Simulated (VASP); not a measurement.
## ScNb: single point with LDA

Crystal: ScNb.

```xyz
2
Lattice="3.0656 0.0000 0.0000 -1.5328 2.6549 0.0000 0.0000 0.0000 4.8820" Properties=species:S:1:pos:R:3 pbc="T T T"
Sc    0.0000    0.0000    0.0000
Nb    0.0000    1.7700    2.4410
```

This cell differs from its parent crystal: strain -0.0375 x Voigt [0, 0, 1, 0, 0, 0].

| Quantity | Value |
| --- | --- |
| Program | VASP 6.6.1 |
| Task | single point |
| Functional | LDA |
| Potentials or basis | VASP PAW LDA potentials, release 64 (Sc_sv, Nb_sv) |
| Cutoff | 520 eV |
| k mesh | 18 × 18 × 10 |
| Occupations | gaussian, width 0.15 eV |
| Spin | no spin polarisation |
| Dipole correction | no |
| Further INCAR settings | ALGO = Fast; EDIFF = 1e-06; NBANDS = 19 |

* Pressure: -3.6 GPa
* Band gap on the k mesh: zero (bands 12 and 13 overlap by 1.05 eV)

Stress tensor (GPa, compression positive):
```
-5.09  0.00  0.00
 0.00 -5.09  0.00
 0.00  0.00 -0.69
```

Levels at points of the mesh, in eV from the Fermi level:
| k point | band 9 | band 10 | band 11 | band 12 | band 13 | band 14 | band 15 | band 16 |
| --- | --- | --- | --- | --- | --- | --- | --- | --- |
| (0.00, 0.00, 0.00) | -5.68 | -2.88 | 0.56 | 0.56 | 1.33 | 1.36 | 2.05 | 2.05 |
| (0.50, 0.00, 0.00) | -2.83 | -2.08 | -1.87 | -0.12 | 0.64 | 1.13 | 1.78 | 4.44 |
| (0.00, 0.00, 0.50) | -4.20 | -3.55 | -0.44 | 0.38 | 0.38 | 1.02 | 1.30 | 1.30 |
| (0.50, 0.00, 0.50) | -2.82 | -2.76 | -1.05 | -0.26 | 1.68 | 1.84 | 1.90 | 2.84 |

Run time: 6.5 min on 1 thread of Intel(R) Xeon(R) Platinum 8259CL CPU @ 2.50GHz (Skylake/Cascade Lake), on a shared host, peak memory 0.27 GiB.

Caveat: the cell differs from its parent crystal (strain -0.0375 x Voigt [0, 0, 1, 0, 0, 0]); the cell stands under tension.
